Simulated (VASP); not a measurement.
## Be2ZnSe3: single point with PBE

Crystal: Be2ZnSe3.

```
Be Zn Se
1.0
     3.73962    0.00000    0.00000
     0.00000    3.73962    0.00000
     0.00000    0.00000    8.23873
Be Zn Se
2 1 3
Cartesian
  0.0000 1.8698 6.0266
  1.8698 0.0000 2.2121
  0.0000 0.0000 0.0000
  0.0000 1.8698 3.1596
  1.8698 0.0000 5.0792
  1.8698 1.8698 0.0000
```

* Program: VASP 6.6.1
* Task: single point
* Functional: PBE
* Potentials or basis: VASP PAW PBE potentials, release 64 (Be, Zn, Se)
* Cutoff: 520 eV
* k mesh: 6 × 6 × 2
* Occupations: gaussian, width 0.1 eV
* Spin: no spin polarisation

| Item | Value |
| --- | --- |
| Pressure | -8.1 GPa |
| Largest force | 1.196 eV/Å |
| Band gap on the k mesh | zero (band 17 reaches 3.75 eV, above the bottom of band 18 at 2.41 eV) |

Forces in eV/Å, atoms in the order of the input:
```
Be   0.000  0.000 -1.185
Be   0.000  0.000  1.185
Zn   0.000  0.000  0.000
Se   0.000  0.000 -1.196
Se   0.000  0.000  1.196
Se   0.000  0.000  0.000
```

Stress tensor (GPa, compression positive):
```
-8.60  0.00  0.00
 0.00 -8.60  0.00
 0.00  0.00 -7.05
```

Levels at points of the mesh, in eV from the Fermi level:
```tsv
k point	band 13	band 14	band 15	band 16	band 17	band 18	band 19	band 20	band 21	band 22
(0.00, 0.00, 0.00)	-1.82	-1.82	-1.55	-1.32	-0.36	-0.36	1.10	2.36	3.20	5.08
(0.50, 0.00, 0.00)	-1.41	-1.38	-1.05	-0.49	-0.33	0.01	1.97	3.02	3.12	3.81
(0.50, 0.50, 0.00)	-3.89	-2.90	-2.54	-2.51	-2.51	-0.77	1.16	1.16	2.99	3.24
(0.00, 0.00, 0.50)	-2.10	-2.10	-1.73	-1.23	-0.10	-0.10	1.43	3.03	3.63	3.65
(0.50, 0.00, 0.50)	-2.46	-1.35	-0.48	-0.40	0.02	1.54	1.57	2.44	2.87	3.06
(0.50, 0.50, 0.50)	-3.82	-2.44	-2.24	-2.20	-2.20	-1.25	0.23	0.23	1.49	4.49
```

It took 25 s on 1 thread of Intel(R) Xeon(R) 6975P-C (Granite Rapids) (shared host), peak memory 0.24 GiB.

Caveat: the k points lie up to 0.38 Å⁻¹ apart; forces of over 1 eV/Å act on the atoms, so gaps and moduli don't describe the material at rest.
